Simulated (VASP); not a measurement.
Write the native input for VASP 6.6.1 that does the following.

| Quantity | Value |
| --- | --- |
| Task | relaxation of cell and atoms |
| Functional | PBE |
| Potentials or basis | VASP PAW PBE potentials, release 64 (Li_sv, B) |
| Cutoff | 600 eV |
| k mesh | 6 × 6 × 6 |
| Occupations | gaussian, width 0.1 eV |
| Spin | no spin polarisation |
| Dipole correction | no |
| Further INCAR settings | ALGO = Normal; EDIFF = 1e-06; IBRION = 2; EDIFFG = -0.04; NSW = 90; ISIF = 3 |

The structure of LiB2 lies in POSCAR:

```
LiB2
1.0
    1.5561432300      0.8984397200      3.9908309700
   -1.5561432300      0.8984397200      3.9908309700
    0.0000000000     -1.7968794300      3.9908309700
Li B
1 2
Direct
    0.0000000000      0.0000000000      0.0000000000
    0.4160641100      0.4160641100      0.4160641100
    0.5839358900      0.5839358900      0.5839358900
```

The input as run:

INCAR

```
  PREC = Accurate
  ENCUT = 600
  EDIFF = 1E-6
  ISMEAR = 0
  SIGMA = 0.1
  LREAL = False
  LASPH = True
  NELM = 100
  ALGO = Normal
  ISIF = 3
  LWAVE = False
  LCHARG = False
  GGA = PE
  IBRION = 2
  NSW = 90
  EDIFFG = -0.04
```

KPOINTS

```
Automatic mesh
0
Gamma
  6 6 6
```

Potentials or basis: VASP PAW PBE potentials, release 64 (Li_sv, B).

Run with:

```console
$ cat potpaw_PBE.64/Li_sv/POTCAR potpaw_PBE.64/B/POTCAR > POTCAR
$ mpirun -np 1 vasp_std > vasp.out
```

It gave:

```
Relaxed volume                         : 7.98 Å³/atom
Relaxed cell                           : a = 3.054 Å, b = 3.054 Å, c = 3.054 Å, α = 69.02°, β = 69.02°, γ = 69.02°
Space group after relaxing (to 0.05 Å) : R-3m (No. 166)
Energy gained by relaxing              : 1386.4 meV/atom
Ionic steps                            : 39
Pressure after relaxing                : -0.5 GPa
Largest force after relaxing           : 0.038 eV/Å
```

Caveat: the k points lie up to 0.38 Å⁻¹ apart in the final cell; the cutoff is under 1.25 times the usual one of these potentials, so pressure, stress and relaxed cells hold a basis-set (Pulay) error; the volume moved by over 15 % at a fixed basis, so the end points are rough.

Wall time 2.4 min on 1 thread of Intel(R) Xeon(R) 6975P-C (Granite Rapids), on a shared host, peak memory 0.2 GiB.
